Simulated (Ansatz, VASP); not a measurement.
Si3N in VASP and in Ansatz

INCAR

```
SYSTEM = Si3N
PREC     = Accurate       ! precision mode
ENCUT    = 600            ! plane-wave cutoff, eV
EDIFF    = 1E-6           ! SCF threshold, eV
ISMEAR   = 0              ! smearing method
SIGMA    = 0.1            ! smearing width, eV
LREAL    = .False.        ! projectors in reciprocal space
LASPH    = .True.         ! aspherical terms in the spheres
NELM     = 100            ! most SCF steps
ALGO     = Normal         ! electronic algorithm
ISIF     = 3              ! what is computed and relaxed
LWAVE    = .False.        ! write WAVECAR
LCHARG   = .False.        ! write CHGCAR
GGA      = PE             ! functional
IBRION   = 2              ! ionic algorithm
NSW      = 90             ! ionic steps
EDIFFG   = -0.04          ! ionic threshold
```

KPOINTS

```
regular mesh
0
Gamma
  4 6 6
  0 0 0
```

File POSCAR:

```
Si3N
1.0
    4.7266386829      0.0000000000      0.0000000000
   -1.6518954718      3.6113879675      0.0000000000
   -0.8964669109      0.4318981759      3.6332823637
Si N
3 1
Direct
    0.3183972453      0.3495879094      0.1721099609
    0.9438681102      0.6783985619      0.5484350041
    0.6762903683      0.8428446841      0.8203685710
    0.5060505929      0.6239468960      0.0673481351
```

Input for Ansatz:

```yaml
crystal:
  lattice:
    - [4.7266386829, 0.0, 0.0]
    - [-1.6518954718, 3.6113879675, 0.0]
    - [-0.8964669109, 0.4318981759, 3.6332823637]
  atoms:
    - { symbol: Si, position: [0.3183972453, 0.3495879094, 0.1721099609] }
    - { symbol: Si, position: [0.9438681102, 0.6783985619, 0.5484350041] }
    - { symbol: Si, position: [0.6762903683, 0.8428446841, 0.820368571] }
    - { symbol: "N", position: [0.5060505929, 0.623946896, 0.0673481351] }
basis:
  ecutwfc: 420
kpoints:
  mp_grid: { grid: [4, 6, 6] }
hamiltonian:
  xc: pbe
scf:
  occupations: { method: gaussian, width: 0.1 }
  lower_state_search: "off"
output:
  forces: true
  stress: true
  eigenvalues: true
relax:
  adjacent_minimum: "off"
  f_tol: 0.04
  max_steps: 70
  cell: { stress_tol: 0.4 }
```

Alike in both runs: task relaxation of cell and atoms; functional PBE; k mesh 4 × 6 × 6; occupations gaussian, width 0.1 eV; no spin polarisation.

|  | VASP | Ansatz |
| --- | --- | --- |
| version | VASP 6.6.1 | Ansatz 0.2.0 |
| potentials or method | VASP PAW PBE potentials, release 64 (Si, N), cutoff 600 eV | scalar-relativistic, plane waves, PAW |
| valence electrons in the cell | 17 | 17 |

|  | VASP | Ansatz | Ansatz less VASP |
| --- | --- | --- | --- |
| gap on the k mesh at the Fermi level, each at its own relaxed structure (eV) | none | none | - |
| relaxed volume (Å³/atom) | 14.41 | 16.38 | +1.962 |
| relaxed cell length with the largest relative difference (Å) | 2.766 | 3.550 | +0.7834 |

A gap of «none» marks a metal or a gap that the smearing closes. One of these differences is far larger than is usual between the two programs; its cause wasn't traced.

The k mesh is coarse, so the values compare programs but aren't converged.
